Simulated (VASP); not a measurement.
# CsI (Pm-3m) in VASP: further runs

The runs below take CsI through single point, with PBE.

Everything below comes from runs of VASP 6.6.1. Logs are shortened: lines on timing, memory, paths and dates and some standing lists are left out, and cuts for length are marked.

## Step 1: The cell of the first run

The structure is cubic, space group Pm-3m (No. 221). Conventional cell: a = 4.471 Å, b = 4.471 Å, c = 4.471 Å, α = 90.00°, β = 90.00°, γ = 90.00°. Cs (site symmetry m-3m) has 8 I at 3.87 Å and 6 Cs at 4.47 Å within 5.1 Å. I (site symmetry m-3m) has 8 Cs at 3.87 Å and 6 I at 4.47 Å within 5.1 Å.

## Step 2: Single point, PBE (volume scaled by 0.88)

INCAR

```
PREC     = Accurate       # precision mode
ENCUT    = 500            # plane-wave cutoff, eV
EDIFF    = 1E-6           # SCF threshold, eV
ISMEAR   = 0              # smearing method
SIGMA    = 0.02           # smearing width, eV
LREAL    = F              # projectors in reciprocal space
LASPH    = T              # aspherical terms in the spheres
NELM     = 120            # most SCF steps
ALGO     = Normal         # electronic algorithm
ISIF     = 2              # what is computed and relaxed
LWAVE    = F              # write WAVECAR
LCHARG   = F              # write CHGCAR
GGA      = PE             # functional
NBANDS   = 15             # bands
GGA_COMPAT= F
```

KPOINTS

```
regular mesh
0
Gamma
  6 6 6
```

POSCAR

```
CsI
1.0
    4.4713685431      0.0000000000      0.0000000000
    0.0000000000      4.4713685431      0.0000000000
    0.0000000000      0.0000000000      4.4713685431
Cs I
1 1
Direct
    0.0000000000      0.0000000000      0.0000000000
    0.5000000000      0.5000000000      0.5000000000
```

Potentials or basis: VASP PAW PBE potentials, release 64 (Cs_sv, I).

Command:

```
$ cat potpaw_PBE.64/Cs_sv/POTCAR potpaw_PBE.64/I/POTCAR > POTCAR
$ mpirun -np 1 vasp_std > vasp.out
```

OUTCAR:

```text
PREC = Accurate
   ENCUT = 500
   EDIFF = 1E-6
   ISMEAR = 0
   LREAL = F
   LASPH = T
   NELM = 120
   ISIF = 2
   GGA = PE

 ion  position               nearest neighbor table
   1  0.000  0.000  0.000-
   2  0.500  0.500  0.500-

  LATTYP: Found a simple cubic cell.
 ALAT       =     4.4713685431

  Lattice vectors:

 A1 = (   4.4713685431,   0.0000000000,   0.0000000000)
 A2 = (   0.0000000000,   4.4713685431,   0.0000000000)
 A3 = (   0.0000000000,   0.0000000000,   4.4713685431)

Analysis of symmetry for initial positions (statically):
=====================================================================
 Subroutine PRICEL returns:
 Original cell was already a primitive cell.

 Routine SETGRP: Setting up the symmetry group for a
 simple cubic supercell.

 Subroutine GETGRP returns: Found 48 space group operations
 (whereof 48 operations were pure point group operations)
 out of a pool of 48 trial point group operations.

The static configuration has the point symmetry O_h .

Analysis of symmetry for dynamics (positions and initial velocities):
=====================================================================
 Subroutine PRICEL returns:
 Original cell was already a primitive cell.

 Routine SETGRP: Setting up the symmetry group for a
 simple cubic supercell.

 Subroutine GETGRP returns: Found 48 space group operations
 (whereof 48 operations were pure point group operations)
 out of a pool of 48 trial point group operations.

The dynamic configuration has the point symmetry O_h .

 Subroutine INISYM returns: Found 48 space group operations
 (whereof 48 operations are pure point group operations),
 and found     1 'primitive' translations

----------------------------------------------------------------------------------------

                                     Primitive cell

  volume of cell :      89.3967

  direct lattice vectors                    reciprocal lattice vectors
     4.471368543  0.000000000  0.000000000     0.223645175  0.000000000  0.000000000
     0.000000000  4.471368543  0.000000000     0.000000000  0.223645175  0.000000000
     0.000000000  0.000000000  4.471368543     0.000000000  0.000000000  0.223645175

  length of vectors
     4.471368543  4.471368543  4.471368543     0.223645175  0.223645175  0.223645175

  position of ions in fractional coordinates (direct lattice)
     0.000000000  0.000000000  0.000000000
     0.500000000  0.500000000  0.500000000

  ion indices of the primitive-cell ions
   primitive index   ion index
                 1           1
                 2           2

----------------------------------------------------------------------------------------

 KPOINTS: regular mesh

Automatic generation of k-mesh.
 Grid dimensions read from file:
 generate k-points for:    6    6    6

 Generating k-lattice:

  Cartesian coordinates                     Fractional coordinates (reciprocal lattice)
     0.037274196  0.000000000  0.000000000     0.166666667  0.000000000  0.000000000
     0.000000000  0.037274196  0.000000000     0.000000000  0.166666667  0.000000000
     0.000000000  0.000000000  0.037274196     0.000000000  0.000000000  0.166666667

  Length of vectors
     0.037274196  0.037274196  0.037274196

  Shift w.r.t. Gamma in fractional coordinates (k-lattice)
     0.000000000  0.000000000  0.000000000

 Subroutine IBZKPT returns following result:
 ===========================================

 Found     20 irreducible k-points:

 Following reciprocal coordinates:
            Coordinates               Weight
  0.000000  0.000000  0.000000      1.000000
  0.166667  0.000000  0.000000      6.000000
  0.333333  0.000000  0.000000      6.000000
  0.500000  0.000000  0.000000      3.000000
  0.166667  0.166667  0.000000     12.000000
  0.333333  0.166667  0.000000     24.000000
[... 12 lines left out ...]
  0.500000  0.500000  0.333333      6.000000
  0.500000  0.500000  0.500000      1.000000
   k-points           NKPTS =     20   k-points in BZ     NKDIM =     20   number of bands    NBANDS=     15
   number of dos      NEDOS =    301   number of ions     NIONS =      2
   total plane-waves  NPLWV =  46656
   dimension x,y,z NGX =    36 NGY =   36 NGZ =   36
   dimension x,y,z NGXF=    72 NGYF=   72 NGZF=   72
   ions per type =               1   1
   NGX,Y,Z   is equivalent  to a cutoff of  13.38, 13.38, 13.38 a.u.
   NGXF,Y,Z  is equivalent  to a cutoff of  26.77, 26.77, 26.77 a.u.
 SYSTEM =  unknown system
   PREC   = accura    normal or accurate (medium, high low for compatibility)
   ISTART =      0    job   : 0-new  1-cont  2-samecut
   ICHARG =      2    charge: 1-file 2-atom 10-const
   ISPIN  =      1    spin polarized calculation?
   LNONCOLLINEAR =      F non collinear calculations
   LSORBIT =      F    spin-orbit coupling
   LASPH  =      T    aspherical Exc in radial PAW
   ENCUT  =  500.0 eV  36.75 Ry    6.06 a.u.   8.15  8.15  8.15*2*pi/ulx,y,z
[... 29 lines left out ...]
   IVDW    =     0    specifies the selected vdW correction
   LEPSILON=     F    determine dielectric tensor
   LRPA    =     F    only Hartree local field effects (RPA)
 non-spin polarized calculation
 Gauss-broadening in eV      SIGMA  =   0.02
  energy-cutoff  :      500.00
  volume of cell :       89.40
 maximum number of plane-waves:      2301
 NGX is ok and might be reduce to    36
   NGX = 17   NGY = 17   NGZ = 17

 number of electron      15.9999997 magnetization

 Free energy of the ion-electron system (eV)
  ---------------------------------------------------
  ext. energy  EPLUGINS =         0.00000000
  ---------------------------------------------------
  free energy    TOTEN  =        -5.38083307 eV

  energy without entropy =       -5.38083307  energy(sigma->0) =       -5.38083307

 E-fermi :   1.3474     XC(G=0):  -8.0429

 val. band max:        1.2055244817   @ k =   0.5000   0.5000   0.0000
 cond. band min:       5.2811133009   @ k =   0.0000   0.0000   0.0000
 fundamental gap:      4.0755888192
 Fermi energy:         1.3473706865

 k-point     1 :       0.0000    0.0000    0.0000
  band No.  band energies     occupation
      1     -19.1135      2.00000
      2      -9.5553      2.00000
      3      -5.8049      2.00000
      4      -5.8049      2.00000
      5      -5.8049      2.00000
      6       1.1297      2.00000
      7       1.1297      2.00000
      8       1.1297      2.00000
      9       5.2811      0.00000
     10       5.2811      0.00000
     11       5.3031      0.00000
     12       9.0999      0.00000
     13       9.0999      0.00000
     14       9.0999      0.00000
     15      11.5925      0.00000

 k-point     2 :       0.1667    0.0000    0.0000
  band No.  band energies     occupation
      1     -19.1052      2.00000
      2      -9.5617      2.00000
      3      -5.8477      2.00000
      4      -5.7847      2.00000
      5      -5.7847      2.00000
      6       0.6016      2.00000
      7       1.0799      2.00000
      8       1.0799      2.00000
      9       5.4569      0.00000
     10       5.8008      0.00000
     11       6.0755      0.00000
     12       9.0202      0.00000
     13       9.0202      0.00000
     14       9.2342      0.00000
     15      10.3136      0.00000

 k-point     3 :       0.3333    0.0000    0.0000
  band No.  band energies     occupation
      1     -19.0887      2.00000
      2      -9.5781      2.00000
      3      -5.9154      2.00000
      4      -5.7435      2.00000
      5      -5.7435      2.00000
      6      -0.1871      2.00000
      7       0.9770      2.00000
      8       0.9770      2.00000
      9       5.9440      0.00000
     10       7.0611      0.00000
     11       7.4900      0.00000
     12       8.7737      0.00000
     13       9.0806      0.00000
     14       9.0806      0.00000
     15       9.5718      0.00000
[... 271 lines left out ...]
 k-point    19 :       0.5000    0.5000    0.3333
  band No.  band energies     occupation
      1     -19.0306      2.00000
      2      -9.2628      2.00000
      3      -6.1411      2.00000
      4      -6.1411      2.00000
      5      -6.0013      2.00000
      6      -0.1300      2.00000
      7      -0.1300      2.00000
      8       0.0267      2.00000
      9       7.4344      0.00000
     10       8.0308      0.00000
     11       8.0308      0.00000
     12       8.5508      0.00000
     13      10.1218      0.00000
     14      10.1218      0.00000
     15      11.2788      0.00000

 k-point    20 :       0.5000    0.5000    0.5000
  band No.  band energies     occupation
      1     -19.0238      2.00000
      2      -9.2296      2.00000
      3      -6.1026      2.00000
      4      -6.1026      2.00000
      5      -6.1026      2.00000
      6      -0.2682      2.00000
      7      -0.2682      2.00000
      8      -0.2682      2.00000
      9       8.5910      0.00000
     10       8.5910      0.00000
     11       8.5910      0.00000
     12       9.3704      0.00000
     13       9.3704      0.00000
     14       9.3704      0.00000
     15      11.3287      0.00000

------------------------ aborting loop because EDIFF is reached ----------------------------------------

  FORCE on cell =-STRESS in cart. coord.  units (eV):
  Direction    XX          YY          ZZ          XY          YZ          ZX
  --------------------------------------------------------------------------------------
  -------------------------------------------------------------------------------------
  Total        1.0110010      1.0110010      1.0110010      0.0000000      0.0000000      0.0000000
  in kB       18.1192737     18.1192737     18.1192737      0.0000000      0.0000000      0.0000000
  external PRESSURE =      18.1192737 kB  Pullay stress =       0.0000000 kB

 VOLUME and BASIS-vectors are now :
 -----------------------------------------------------------------------------
  energy-cutoff  :      500.00
  volume of cell :       89.40
      direct lattice vectors                 reciprocal lattice vectors
     4.471368543  0.000000000  0.000000000     0.223645175  0.000000000  0.000000000
     0.000000000  4.471368543  0.000000000     0.000000000  0.223645175  0.000000000
     0.000000000  0.000000000  4.471368543     0.000000000  0.000000000  0.223645175

 POSITION                                       TOTAL-FORCE (eV/Angst)
 -----------------------------------------------------------------------------------
      0.00000      0.00000      0.00000         0.000000      0.000000      0.000000
      2.23568      2.23568      2.23568         0.000000      0.000000      0.000000
 -----------------------------------------------------------------------------------
    total drift:                               -0.000000      0.000000      0.000000

  FREE ENERGIE OF THE ION-ELECTRON SYSTEM (eV)
  ---------------------------------------------------
  free  energy   TOTEN  =        -5.3808330687 eV

  energy  without entropy=       -5.3808330687  energy(sigma->0) =       -5.38083307
```

It took 20 s on 1 thread of Intel Xeon 6975P-C, shared host; peak memory 0.21 GiB.

What came out:

```yaml
Free_energy: -5.3808 eV
Pressure: 1.8 GPa
Band_gap_on_the_k_mesh: 4.08 eV, indirect (least direct gap 4.15 eV)
```

Caveat: the cell differs from its parent crystal (volume scaled by 0.88); spin-orbit coupling is left out, which moves the levels of the heavy elements. A k mesh can miss the band edges.

## Step 3: Single point, PBE (volume scaled by 0.91)

INCAR

```
SYSTEM = CsI
ALGO = Normal ; EDIFF = 1E-6
ENCUT = 500 ; GGA = PE
GGA_COMPAT = .FALSE. ; ISIF = 2
ISMEAR = 0 ; LASPH = .TRUE.
LCHARG = .TRUE. ; LELF = .TRUE.
LREAL = .FALSE. ; LVHAR = .TRUE.
LWAVE = .FALSE. ; NBANDS = 15
NELM = 120 ; PREC = Accurate
SIGMA = 0.02
```

KPOINTS

```
k-points
0
G
  6 6 6
  0 0 0
```

POSCAR

```
CsI
1.0
    4.5216128446      0.0000000000      0.0000000000
    0.0000000000      4.5216128446      0.0000000000
    0.0000000000      0.0000000000      4.5216128446
Cs I
1 1
Direct
    0.0000000000      0.0000000000      0.0000000000
    0.5000000000      0.5000000000      0.5000000000
```

Potentials or basis: VASP PAW PBE potentials, release 64 (Cs_sv, I).

Command:

```
$ cat potpaw_PBE.64/Cs_sv/POTCAR potpaw_PBE.64/I/POTCAR > POTCAR
$ mpirun -np 1 vasp_std > vasp.out
```

It took 21 s on 1 thread of Intel Xeon 6975P-C, shared host; peak memory 0.21 GiB.

Results (log left out):

```yaml
Free_energy: -5.4096 eV
Pressure: 1.2 GPa
Band_gap_on_the_k_mesh: 3.98 eV, indirect (least direct gap 4.06 eV)
```

Levels at points of the mesh, in eV from the valence-band top:
| k point | band 6 | band 7 | band 8 | band 9 | band 10 | band 11 |
| --- | --- | --- | --- | --- | --- | --- |
| (0.00, 0.00, 0.00) | -0.08 | -0.08 | -0.08 | 3.98 | 4.13 | 4.13 |
| (0.50, 0.00, 0.00) | -1.63 | -0.26 | -0.26 | 5.19 | 6.62 | 6.80 |
| (0.50, 0.50, 0.00) | -0.88 | -0.88 | 0.00 | 4.24 | 4.94 | 6.11 |
| (0.50, 0.50, 0.50) | -1.38 | -1.38 | -1.38 | 7.27 | 7.27 | 7.27 |

Caveat: the cell differs from its parent crystal (volume scaled by 0.91); spin-orbit coupling is left out, which moves the levels of the heavy elements.

## Step 4: Single point, PBE

This run uses another cell than the first one, of 47.62 Å³/atom, 1.065 times its volume.

INCAR

```
SYSTEM = CsI
PREC = Accurate ; ENCUT = 500
EDIFF = 1E-6 ; ISMEAR = 0
SIGMA = 0.02 ; LREAL = .False.
LASPH = .True. ; NELM = 120
ALGO = Normal ; ISIF = 2
LWAVE = .False. ; LCHARG = .False.
GGA = PE ; NBANDS = 15
GGA_COMPAT = .False.
```

KPOINTS

```
regular mesh
0
Gamma
  6 6 6
  0 0 0
```

POSCAR

```
CsI
1.0
    4.5667000000      0.0000000000      0.0000000000
    0.0000000000      4.5667000000      0.0000000000
    0.0000000000      0.0000000000      4.5667000000
Cs I
1 1
Direct
    0.0000000000      0.0000000000      0.0000000000
    0.5000000000      0.5000000000      0.5000000000
```

Command:

```
$ cat potpaw_PBE.64/Cs_sv/POTCAR potpaw_PBE.64/I/POTCAR > POTCAR
$ mpirun -np 1 vasp_std > vasp.out
```

Run time: 21 s. Hardware: 1 thread of Intel Xeon 6975P-C, shared host; peak memory 0.21 GiB.

The run converged. Its results:

```yaml
Free_energy: -5.4273 eV
Pressure: 0.8 GPa
Band_gap_on_the_k_mesh: 3.88 eV, indirect (least direct gap 3.96 eV)
```

Levels at points of the mesh, in eV from the valence-band top:
```
           k point  band 4  band 5  band 6  band 7  band 8  band 9  band 10  band 11  band 12  band 13
(0.00, 0.00, 0.00)   -7.09   -7.09   -0.09   -0.09   -0.09    3.88     4.18     4.18     7.76     7.76
(0.50, 0.00, 0.00)   -7.03   -7.03   -1.56   -0.24   -0.24    5.20     6.49     6.73     6.82     7.90
(0.50, 0.50, 0.00)   -7.45   -6.99   -0.86   -0.86    0.00    4.24     4.92     6.10     6.10     9.54
(0.50, 0.50, 0.50)   -7.34   -7.34   -1.31   -1.31   -1.31    7.17     7.17     7.17     7.86     7.86
```

Caveat: spin-orbit coupling is left out, which moves the levels of the heavy elements.

## Step 5: Single point, PBE (volume scaled by 0.94)

INCAR

```
  PREC = Accurate
  ENCUT = 500
  EDIFF = 1E-6
  ISMEAR = 0
  SIGMA = 0.02
  LREAL = F
  LASPH = T
  NELM = 120
  ALGO = Normal
  ISIF = 2
  LWAVE = F
  LCHARG = T
  GGA = PE
  LELF = T
  LVHAR = T
  NBANDS = 15
  GGA_COMPAT = F
```

KPOINTS

```
regular mesh
0
Gamma
  6 6 6
```

POSCAR

```
CsI
1.0
    4.5707646610      0.0000000000      0.0000000000
    0.0000000000      4.5707646610      0.0000000000
    0.0000000000      0.0000000000      4.5707646610
Cs I
1 1
Direct
    0.0000000000      0.0000000000      0.0000000000
    0.5000000000      0.5000000000      0.5000000000
```

Command:

```
$ cat potpaw_PBE.64/Cs_sv/POTCAR potpaw_PBE.64/I/POTCAR > POTCAR
$ mpirun -np 1 vasp_std > vasp.out
```

Run time: 22 s. Hardware: 1 thread of Intel Xeon 6975P-C, shared host; peak memory 0.21 GiB.

The run converged. Its results:

```
Free energy            : -5.4285 eV
Pressure               : 0.8 GPa
Band gap on the k mesh : 3.87 eV, indirect (least direct gap 3.96 eV)
```

Levels at points of the mesh, in eV from the valence-band top:
```tsv
k point	band 4	band 5	band 6	band 7	band 8	band 9	band 10	band 11	band 12	band 13
(0.00, 0.00, 0.00)	-7.09	-7.09	-0.09	-0.09	-0.09	3.87	4.18	4.18	7.76	7.76
(0.50, 0.00, 0.00)	-7.03	-7.03	-1.55	-0.24	-0.24	5.20	6.48	6.72	6.82	7.89
(0.50, 0.50, 0.00)	-7.46	-6.99	-0.86	-0.86	0.00	4.24	4.92	6.10	6.10	9.53
(0.50, 0.50, 0.50)	-7.34	-7.34	-1.30	-1.30	-1.30	7.17	7.17	7.17	7.85	7.85
```

Caveat: the cell differs from its parent crystal (volume scaled by 0.94); spin-orbit coupling is left out, which moves the levels of the heavy elements.

## Step 6: Single point, PBE (volume scaled by 0.97)

INCAR

```
SYSTEM = CsI
PREC = Accurate ; ENCUT = 500
EDIFF = 1E-6 ; ISMEAR = 0
SIGMA = 0.02 ; LREAL = .FALSE.
LASPH = .TRUE. ; NELM = 120
ALGO = Normal ; ISIF = 2
LWAVE = .FALSE. ; LCHARG = .TRUE.
GGA = PE ; LELF = .TRUE.
LVHAR = .TRUE. ; NBANDS = 15
GGA_COMPAT = .FALSE.
```

KPOINTS

```
Automatic mesh
0
G
  6 6 6
  0 0 0
```

POSCAR

```
CsI
1.0
    4.6188815092      0.0000000000      0.0000000000
    0.0000000000      4.6188815092      0.0000000000
    0.0000000000      0.0000000000      4.6188815092
Cs I
1 1
Direct
    0.0000000000      0.0000000000      0.0000000000
    0.5000000000      0.5000000000      0.5000000000
```

Potentials or basis: VASP PAW PBE potentials, release 64 (Cs_sv, I).

Command:

```
$ cat potpaw_PBE.64/Cs_sv/POTCAR potpaw_PBE.64/I/POTCAR > POTCAR
$ mpirun -np 1 vasp_std > vasp.out
```

It took 24 s on 1 thread of Intel Xeon 6975P-C, shared host; peak memory 0.22 GiB.

It converged, with:

| Property | Result |
| --- | --- |
| Free energy | -5.4391 eV |
| Pressure | 0.4 GPa |
| Band gap on the k mesh | 3.77 eV, indirect (least direct gap 3.86 eV) |

Levels at points of the mesh, in eV from the valence-band top:
```
           k point  band 4  band 5  band 6  band 7  band 8  band 9  band 10  band 11  band 12  band 13
(0.00, 0.00, 0.00)   -7.14   -7.14   -0.09   -0.09   -0.09    3.77     4.23     4.23     7.69     7.69
(0.50, 0.00, 0.00)   -7.08   -7.08   -1.48   -0.23   -0.23    5.21     6.34     6.58     6.83     7.79
(0.50, 0.50, 0.00)   -7.46   -7.05   -0.83   -0.83    0.00    4.25     4.91     6.09     6.09     9.37
(0.50, 0.50, 0.50)   -7.37   -7.37   -1.23   -1.23   -1.23    7.07     7.07     7.07     7.70     7.70
```

Caveat: the cell differs from its parent crystal (volume scaled by 0.97); spin-orbit coupling is left out, which moves the levels of the heavy elements.

## Step 7: Summary

```tsv
cell	gap on the mesh (eV)	pressure (GPa)
a = 4.471 Å, 2 atoms	4.08	1.8
a = 4.522 Å, 2 atoms	3.98	1.2
a = 4.567 Å, 2 atoms	3.88	0.8
a = 4.571 Å, 2 atoms	3.87	0.8
a = 4.619 Å, 2 atoms	3.77	0.4
```

Alike in all rows: task single point; level PBE; potentials or basis VASP PAW PBE potentials, release 64 (Cs_sv, I); no spin polarisation; k mesh 6 × 6 × 6; cutoff (eV) 500; smearing gaussian 0.02 eV.

Caveats: spin-orbit coupling is left out, which moves the levels of the heavy elements.

Total energies depend on the potentials used, so only differences within one code and one set of settings carry meaning.
